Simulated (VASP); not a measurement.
# AgCl (Cmcm) in VASP: notebook

Runs on AgCl. Level: PBE. Tasks: single point.

Everything below comes from runs of VASP 6.6.1. Logs are shortened: lines on timing, memory, paths and dates and some standing lists are left out, and cuts for length are marked.

### 1 The cell of the first run

Symmetry: Cmcm, No. 63, orthorhombic system. The conventional cell has a = 3.665 Å, b = 10.886 Å, c = 3.844 Å, α = 90.00°, β = 90.00°, γ = 90.00°. Within 3.5 Å of Ag (site symmetry m2m) lie 7 Cl at 2.68 to 3.17 Å and 2 Ag at 2.96 Å. Cl (site symmetry m2m) has 7 Ag at 2.68 to 3.17 Å and 10 Cl at 3.50 to 3.84 Å within 3.9 Å.

### 2 Single point, PBE (19.17 Å³/atom)

Input file INCAR:

```
PREC     = Accurate       # precision mode
ENCUT    = 520            # plane-wave cutoff, eV
EDIFF    = 1E-7           # SCF threshold, eV
ISMEAR   = -1             # smearing method
SIGMA    = 0.03           # smearing width, eV
LREAL    = F              # projectors in reciprocal space
LASPH    = T              # aspherical terms in the spheres
NELM     = 60             # most SCF steps
ALGO     = Normal         # electronic algorithm
ISIF     = 2              # what is computed and relaxed
LWAVE    = F              # write WAVECAR
LCHARG   = F              # write CHGCAR
GGA      = PE             # functional
NBANDS   = 26             # bands
```

Input file KPOINTS:

```
Automatic mesh
0
Gamma
  9 9 8
```

Input file POSCAR:

```
AgCl
1.0
    1.8327171557     -5.4431635047      0.0000000000
    1.8327171557      5.4431635047      0.0000000000
    0.0000000000      0.0000000000      3.8439324781
Ag Cl
2 2
Direct
    0.3965554000      0.6034446000      0.7500000000
    0.6034446000      0.3965554000      0.2500000000
    0.8654487300      0.1345512700      0.2500000000
    0.1345512700      0.8654487300      0.7500000000
```

Potentials or basis: VASP PAW PBE potentials, release 64 (Ag, Cl).

Started as:

```sh
> cat potpaw_PBE.64/Ag/POTCAR potpaw_PBE.64/Cl/POTCAR > POTCAR
> mpirun -np 1 vasp_std > vasp.out
```

OUTCAR:

```text
PREC = Accurate
   ENCUT = 520
   EDIFF = 1E-7
   ISMEAR = -1
   LREAL = F
   LASPH = T
   NELM = 60
   ISIF = 2
   GGA = PE

 ion  position               nearest neighbor table
   1  0.397  0.603  0.750-   3 2.68   3 2.68   3 2.68   3 2.68   4 2.85   2 2.96   2 2.96
   2  0.603  0.397  0.250-   4 2.68   4 2.68   4 2.68   4 2.68   3 2.85   1 2.96   1 2.96
   3  0.865  0.135  0.250-   1 2.68   1 2.68   1 2.68   1 2.68   2 2.85
   4  0.135  0.865  0.750-   2 2.68   2 2.68   2 2.68   2 2.68   1 2.85

  LATTYP: Found a base centered orthorhombic cell.
 ALAT       =     3.6654343114
 B/A-ratio  =     2.9699964819
 C/A-ratio  =     1.0486976853

  Lattice vectors:

 A1 = (   1.8327171557,  -5.4431635047,   0.0000000000)
 A2 = (   1.8327171557,   5.4431635047,   0.0000000000)
 A3 = (   0.0000000000,   0.0000000000,   3.8439324781)

Analysis of symmetry for initial positions (statically):
=====================================================================
 Subroutine PRICEL returns:
 Original cell was already a primitive cell.

 Routine SETGRP: Setting up the symmetry group for a
 base centered orthorhombic supercell.

 Subroutine GETGRP returns: Found  8 space group operations
 (whereof  4 operations were pure point group operations)
 out of a pool of  8 trial point group operations.

The static configuration has the point symmetry C_2h.
 The point group associated with its full space group is D_2h.

Analysis of symmetry for dynamics (positions and initial velocities):
=====================================================================
 Subroutine PRICEL returns:
 Original cell was already a primitive cell.

 Routine SETGRP: Setting up the symmetry group for a
 base centered orthorhombic supercell.

 Subroutine GETGRP returns: Found  8 space group operations
 (whereof  4 operations were pure point group operations)
 out of a pool of  8 trial point group operations.

The dynamic configuration has the point symmetry C_2h.
 The point group associated with its full space group is D_2h.

 Subroutine INISYM returns: Found  8 space group operations
 (whereof  4 operations are pure point group operations),
 and found     1 'primitive' translations

----------------------------------------------------------------------------------------

                                     Primitive cell

  volume of cell :      76.6924

  direct lattice vectors                    reciprocal lattice vectors
     1.832717156 -5.443163505  0.000000000     0.272818966 -0.091858347  0.000000000
     1.832717156  5.443163505  0.000000000     0.272818966  0.091858347  0.000000000
     0.000000000  0.000000000  3.843932478     0.000000000  0.000000000  0.260150251

  length of vectors
     5.743420680  5.743420680  3.843932478     0.287868276  0.287868276  0.260150251

  position of ions in fractional coordinates (direct lattice)
     0.396555400  0.603444600  0.750000000
     0.603444600  0.396555400  0.250000000
     0.865448730  0.134551270  0.250000000
     0.134551270  0.865448730  0.750000000

  ion indices of the primitive-cell ions
   primitive index   ion index
                 1           1
                 2           2
                 3           3
                 4           4

----------------------------------------------------------------------------------------

 KPOINTS: Automatic mesh

Automatic generation of k-mesh.
 Grid dimensions read from file:
 generate k-points for:    9    9    8

 Generating k-lattice:

  Cartesian coordinates                     Fractional coordinates (reciprocal lattice)
     0.030313218 -0.010206483  0.000000000     0.111111111  0.000000000  0.000000000
     0.030313218  0.010206483  0.000000000     0.000000000  0.111111111  0.000000000
     0.000000000  0.000000000  0.032518781     0.000000000  0.000000000  0.125000000

  Length of vectors
     0.031985364  0.031985364  0.032518781

  Shift w.r.t. Gamma in fractional coordinates (k-lattice)
     0.000000000  0.000000000  0.000000000

 Subroutine IBZKPT returns following result:
 ===========================================

 Found    125 irreducible k-points:

 Following reciprocal coordinates:
            Coordinates               Weight
  0.000000  0.000000  0.000000      1.000000
  0.111111  0.000000  0.000000      4.000000
  0.222222  0.000000  0.000000      4.000000
  0.333333  0.000000  0.000000      4.000000
  0.444444  0.000000  0.000000      4.000000
  0.111111  0.111111  0.000000      2.000000
[... 16 lines left out ...]
 -0.333333  0.333333  0.000000      2.000000
  0.444444  0.444444  0.000000      2.000000
 [... further k-points ...]
   k-points           NKPTS =    125   k-points in BZ     NKDIM =    125   number of bands    NBANDS=     26
   number of dos      NEDOS =    301   number of ions     NIONS =      4
   total plane-waves  NPLWV =  69120
   dimension x,y,z NGX =    48 NGY =   48 NGZ =   30
   dimension x,y,z NGXF=    96 NGYF=   96 NGZF=   60
   ions per type =               2   2
   NGX,Y,Z   is equivalent  to a cutoff of  13.89, 13.89, 12.97 a.u.
   NGXF,Y,Z  is equivalent  to a cutoff of  27.79, 27.79, 25.95 a.u.
 SYSTEM =  unknown system
   PREC   = accura    normal or accurate (medium, high low for compatibility)
   ISTART =      0    job   : 0-new  1-cont  2-samecut
   ICHARG =      2    charge: 1-file 2-atom 10-const
   ISPIN  =      1    spin polarized calculation?
   LNONCOLLINEAR =      F non collinear calculations
   LSORBIT =      F    spin-orbit coupling
   LASPH  =      T    aspherical Exc in radial PAW
   ENCUT  =  520.0 eV  38.22 Ry    6.18 a.u.  10.68 10.68  7.15*2*pi/ulx,y,z
   NELM   =     60;   NELMIN=  2; NELMDL= -5     # of ELM steps
   EDIFF  = 0.1E-06   stopping-criterion for ELM
   LREAL  =      F    real-space projection
   EDIFFG = 0.1E-05   stopping-criterion for IOM
   NSW    =      0    number of steps for IOM
   IBRION =     -1    ionic relax: 0-MD 1-quasi-New 2-CG
   NFREE  =      0    steps in history (QN), initial steepest desc. (CG)
   ISIF   =      2    stress and relaxation
   ISYM   =      2    0-nonsym 1-usesym 2-fastsym
   POTIM  = 0.5000    time-step for ionic-motion
   TEBEG  =    0.0;   TEEND  =   0.0 temperature during run
   PSTRESS=    0.0 pullay stress
   NELECT =      36.0000    total number of electrons
   NUPDOWN=      -1.0000    fix difference up-down
   EMIN   =  10.00;   EMAX   =-10.00  energy-range for DOS
   EFERMI =   0.00;   METHOD = LEGACY
   ISMEAR =    -1;   SIGMA  =   0.03  broadening in eV -4-tet -1-fermi 0-gaus
   EFERMI_NEDOS =   21; number of points for ismear=-14 and -15
   IALGO  =     38    algorithm
   IMIX   =      4    mixing-type and parameters
     AMIX     =   0.40;   BMIX     =  1.00
     AMIX_MAG =   1.60;   BMIX_MAG =  1.00
  volume/ion in A,a.u.               =      19.17       129.39
  Fermi-wavevector in a.u.,A,eV,Ry     =   1.272306  2.404309 22.024591  1.618762
  Thomas-Fermi vector in A             =   2.405191
   LORBIT       =      0    0 simple, 1 ext, 2 COOP (PROOUT), +10 PAW based schemes
   GGA     = PE    functional components
   LHFCALC =     F    Hartree Fock is set to
   AEXX    =    0.0000 exact exchange contribution
   IVDW    =     0    specifies the selected vdW correction
   LEPSILON=     F    determine dielectric tensor
   LRPA    =     F    only Hartree local field effects (RPA)
 non-spin polarized calculation
  energy-cutoff  :      520.00
  volume of cell :       76.69
 maximum number of plane-waves:      2082
 NGX is ok and might be reduce to    48
   NGX = 21   NGY = 21   NGZ = 15

 number of electron      35.9999999 magnetization

 Free energy of the ion-electron system (eV)
  ---------------------------------------------------
  ext. energy  EPLUGINS =         0.00000000
  ---------------------------------------------------
  free energy    TOTEN  =       -10.54019373 eV

  energy without entropy =      -10.54019211  energy(sigma->0) =      -10.54019292

 E-fermi :   5.3621     XC(G=0): -10.5844

 val. band max:        5.0808187333   @ k =   0.2222   0.2222   0.0000
 cond. band min:       5.5720684447   @ k =   0.0000   0.0000   0.0000
 fundamental gap:      0.4912497114
 Fermi energy:         5.3621185263

 k-point     1 :       0.0000    0.0000    0.0000
  band No.  band energies     occupation
      1     -10.5215      2.00000
      2      -9.8103      2.00000
      3       0.0740      2.00000
      4       1.2838      2.00000
      5       1.5103      2.00000
      6       1.6474      2.00000
[... 18 lines left out ...]
     25      15.3633      0.00000
     26      16.2833      0.00000

 k-point     2 :       0.1111    0.0000    0.0000
  band No.  band energies     occupation
      1     -10.4700      2.00000
      2      -9.7938      2.00000
      3       0.0783      2.00000
      4       0.9736      2.00000
      5       1.0281      2.00000
      6       1.3442      2.00000
[... 18 lines left out ...]
     25      15.7547      0.00000
     26      16.0895      0.00000

 k-point     3 :       0.2222    0.0000    0.0000
  band No.  band energies     occupation
      1     -10.3314      2.00000
      2      -9.7548      2.00000
      3       0.0865      2.00000
      4       0.2727      2.00000
      5       0.5588      2.00000
      6       0.5928      2.00000
[... 18 lines left out ...]
     25      15.3581      0.00000
     26      16.2693      0.00000

 k-point     4 :       0.3333    0.0000    0.0000
  band No.  band energies     occupation
      1     -10.1527      2.00000
      2      -9.7216      2.00000
      3      -0.3945      2.00000
      4      -0.1750      2.00000
      5       0.2043      2.00000
      6       0.2697      2.00000
[... 18 lines left out ...]
     25      14.7489      0.00000
     26      16.2719      0.00000

 k-point     5 :       0.4444    0.0000    0.0000
  band No.  band energies     occupation
      1     -10.0127      2.00000
      2      -9.7169      2.00000
      3      -0.8071      2.00000
      4      -0.5017      2.00000
      5       0.1057      2.00000
      6       0.2337      2.00000
[... 18 lines left out ...]
     25      14.2184      0.00000
     26      16.1825      0.00000

 k-point     6 :       0.1111    0.1111    0.0000
  band No.  band energies     occupation
      1     -10.3496      2.00000
      2      -9.7361      2.00000
      3       0.0485      2.00000
      4       0.3115      2.00000
      5       0.5635      2.00000
      6       0.5784      2.00000
[... 427 lines left out ...]
 k-point    21 :       0.4444    0.3333    0.0000
  band No.  band energies     occupation
      1     -10.0986      2.00000
      2      -9.9918      2.00000
      3      -0.1100      2.00000
      4       0.4517      2.00000
      5       0.7441      2.00000
      6       0.9296      2.00000
[... 18 lines left out ...]
     25      15.3360      0.00000
     26      16.1808      0.00000

 k-point    22 :      -0.4444    0.3333    0.0000
  band No.  band energies     occupation
      1     -10.2541      2.00000
      2     -10.0165      2.00000
      3       0.3074      2.00000
      4       0.6563      2.00000
      5       1.2102      2.00000
      6       1.3950      2.00000
[... 18 lines left out ...]
     25      15.4165      0.00000
     26      16.5586      0.00000

 k-point    23 :      -0.3333    0.3333    0.0000
  band No.  band energies     occupation
      1     -10.3486      2.00000
      2      -9.9901      2.00000
      3       0.2362      2.00000
      4       1.0977      2.00000
      5       1.4214      2.00000
      6       1.6516      2.00000
[... 18 lines left out ...]
     25      15.7131      0.00000
     26      16.0161      0.00000

 k-point    24 :       0.4444    0.4444    0.0000
  band No.  band energies     occupation
      1     -10.1541      2.00000
      2     -10.1174      2.00000
      3       0.4629      2.00000
      4       0.4799      2.00000
      5       1.2808      2.00000
      6       1.3265      2.00000
[... 18 lines left out ...]
     25      15.6063      0.00000
     26      16.6166      0.00000

 [... further k-points ...]

------------------------ aborting loop because EDIFF is reached ----------------------------------------

  FORCE on cell =-STRESS in cart. coord.  units (eV):
  Direction    XX          YY          ZZ          XY          YZ          ZX
  --------------------------------------------------------------------------------------
  -------------------------------------------------------------------------------------
  Total        2.8113975      2.2847294      2.8683581      0.0000000     -0.0000000      0.0000000
  in kB       58.7327414     47.7301486     59.9227014      0.0000000     -0.0000000      0.0000000
  external PRESSURE =      55.4618638 kB  Pullay stress =       0.0000000 kB

 VOLUME and BASIS-vectors are now :
 -----------------------------------------------------------------------------
  energy-cutoff  :      520.00
  volume of cell :       76.69
      direct lattice vectors                 reciprocal lattice vectors
     1.832717156 -5.443163505  0.000000000     0.272818966 -0.091858347  0.000000000
     1.832717156  5.443163505  0.000000000     0.272818966  0.091858347  0.000000000
     0.000000000  0.000000000  3.843932478     0.000000000  0.000000000  0.260150251

 POSITION                                       TOTAL-FORCE (eV/Angst)
 -----------------------------------------------------------------------------------
      1.83272      1.12613      2.88295         0.000000     -0.017569     -0.000000
      1.83272     -1.12613      0.96098         0.000000      0.017569      0.000000
      1.83272     -3.97839      0.96098         0.000000      0.057366      0.000000
      1.83272      3.97839      2.88295         0.000000     -0.057366      0.000000
 -----------------------------------------------------------------------------------
    total drift:                                0.000000     -0.000000      0.000000

  FREE ENERGIE OF THE ION-ELECTRON SYSTEM (eV)
  ---------------------------------------------------
  free  energy   TOTEN  =       -10.5401937345 eV

  energy  without entropy=      -10.5401921097  energy(sigma->0) =      -10.54019292
```

Run time: 2.2 min. Hardware: 1 thread of Intel Xeon 6975P-C (Granite Rapids), shared host; peak memory 0.38 GiB.

What came out:

| Property | Result |
| --- | --- |
| Free energy | -10.5402 eV |
| Pressure | 5.5 GPa |
| Largest force | 0.057 eV/Å |
| Band gap on the k mesh | 0.49 eV (least direct gap 2.10 eV) |

Forces in eV/Å, atoms in the order of the input:
```
Ag   0.000 -0.018  0.000
Ag   0.000  0.018  0.000
Cl   0.000  0.057  0.000
Cl   0.000 -0.057  0.000
```

Levels at points of the mesh, in eV from the valence-band top:
| k point | band 16 | band 17 | band 18 | band 19 | band 20 | band 21 |
| --- | --- | --- | --- | --- | --- | --- |
| (0.00, 0.00, 0.00) | -1.99 | -1.79 | -1.61 | 0.49 | 3.09 | 7.92 |
| (0.00, 0.00, 0.50) | -1.39 | -0.10 | -0.10 | 4.51 | 4.51 | 6.76 |

Caveat: the cell stands under pressure; semilocal functionals underestimate gaps, and a narrow one can read as zero. A k mesh can miss the band edges.

### 3 Single point, PBE (19.99 Å³/atom)

This run uses another cell than the first one, of 19.99 Å³/atom.

Input file INCAR:

```
PREC     = Accurate       # precision mode
ENCUT    = 520            # plane-wave cutoff, eV
EDIFF    = 1E-6           # SCF threshold, eV
ISMEAR   = -1             # smearing method
SIGMA    = 0.03           # smearing width, eV
LREAL    = False          # projectors in reciprocal space
LASPH    = True           # aspherical terms in the spheres
NELM     = 100            # most SCF steps
ALGO     = Normal         # electronic algorithm
ISIF     = 2              # what is computed and relaxed
LWAVE    = False          # write WAVECAR
LCHARG   = False          # write CHGCAR
GGA      = PE             # functional
NBANDS   = 26             # bands
```

Input file KPOINTS:

```
regular mesh
0
Gamma
  9 9 8
```

Input file POSCAR:

```
AgCl
1.0
    1.8583528837     -5.5193015266      0.0000000000
    1.8583528837      5.5193015266      0.0000000000
    0.0000000000      0.0000000000      3.8977007353
Ag Cl
2 2
Direct
    0.3965554000      0.6034446000      0.7500000000
    0.6034446000      0.3965554000      0.2500000000
    0.8654487300      0.1345512700      0.2500000000
    0.1345512700      0.8654487300      0.7500000000
```

Potentials or basis: VASP PAW PBE potentials, release 64 (Ag, Cl).

Started as:

```sh
> cat potpaw_PBE.64/Ag/POTCAR potpaw_PBE.64/Cl/POTCAR > POTCAR
> mpirun -np 1 vasp_std > vasp.out
```

It took 1.9 min on 1 thread of Intel Xeon 6975P-C (Granite Rapids), shared host; peak memory 0.38 GiB.

It converged, with:

```yaml
Free_energy: -10.6249 eV
Pressure: 2.7 GPa
Largest_force: 0.019 eV/Å
Band_gap_on_the_k_mesh: 0.49 eV (least direct gap 2.00 eV)
```

Forces on the atoms (eV/Å):
```
Ag   0.000  0.003  0.000
Ag   0.000 -0.003  0.000
Cl   0.000  0.019  0.000
Cl   0.000 -0.019  0.000
```

Stress tensor (GPa, compression positive):
```
2.79 0.00 0.00
0.00 2.57 0.00
0.00 0.00 2.81
```

Levels at points of the mesh, in eV from the valence-band top:
```csv
k point,band 16,band 17,band 18,band 19,band 20,band 21
"(0.00, 0.00, 0.00)",-1.84,-1.69,-1.52,0.49,3.14,7.80
"(0.00, 0.00, 0.50)",-1.31,-0.09,-0.09,4.42,4.42,6.79
```

Caveat: semilocal functionals underestimate gaps, and a narrow one can read as zero. A k mesh can miss the band edges.
